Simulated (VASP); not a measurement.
Write the native input for VASP 6.6.1 that does the following.

```yaml
Task: electric field gradients
Functional: PBEsol
Potentials_or_basis: VASP PAW PBE potentials, release 64 (Ta_sv_GW, N)
Cutoff: 520 eV
k_mesh: 9 × 9 × 9
Occupations: fermi-dirac, width 0.02 eV
Spin: no spin polarisation
Dipole_correction: no
Second_run: valence_matched
Further_INCAR_settings: ALGO = Normal; EDIFF = 1e-08; NBANDS = 16
```

The structure of TaN lies in POSCAR:

```
TaN
1.0
    0.0000000000      2.1572100000      2.1790000000
    2.1572100000      0.0000000000      2.1790000000
    2.1572100000      2.1572100000      0.0000000000
Ta N
1 1
Direct
    0.5000000000      0.5000000000      0.5000000000
    0.0000000000      0.0000000000      0.0000000000
```

This cell differs from its parent crystal: equal xx and yy strain of -1 %.

One way to write it, as run:

INCAR

```
SYSTEM = TaN
PREC = Accurate
ENCUT = 520
EDIFF = 1E-8
ISMEAR = -1
SIGMA = 0.02
LREAL = .False.
LASPH = .True.
NELM = 120
ALGO = Normal
ISIF = 2
LWAVE = .False.
LCHARG = .False.
GGA = PS
LEFG = .True.
NBANDS = 16
GGA_COMPAT = .False.
```

KPOINTS

```
regular mesh
0
Gamma
  9 9 9
  0 0 0
```

Potentials or basis: VASP PAW PBE potentials, release 64 (Ta_sv_GW, N).

Launch:

```console
$ cat potpaw_PBE.64/Ta_sv_GW/POTCAR potpaw_PBE.64/N/POTCAR > POTCAR
$ mpirun -np 1 vasp_std > vasp.out
```

Results of the run:

The pressure is 12.2 GPa and the band gap on the k mesh is zero (band 9 reaches 16.05 eV, above the bottom of band 10 at 12.17 eV).

Caveat: the cell differs from its parent crystal (equal xx and yy strain of -1 %); without QUAD_EFG the Cq values of the log hold for a quadrupole moment of 1 mb, not for the nuclei; the PAW data sets were made with another functional, which shifts forces and pressure a little; spin-orbit coupling is left out, which moves the levels of the heavy elements.

It took 21 s on 1 thread of Intel(R) Xeon(R) 6975P-C (Granite Rapids) (shared host), peak memory 0.16 GiB.
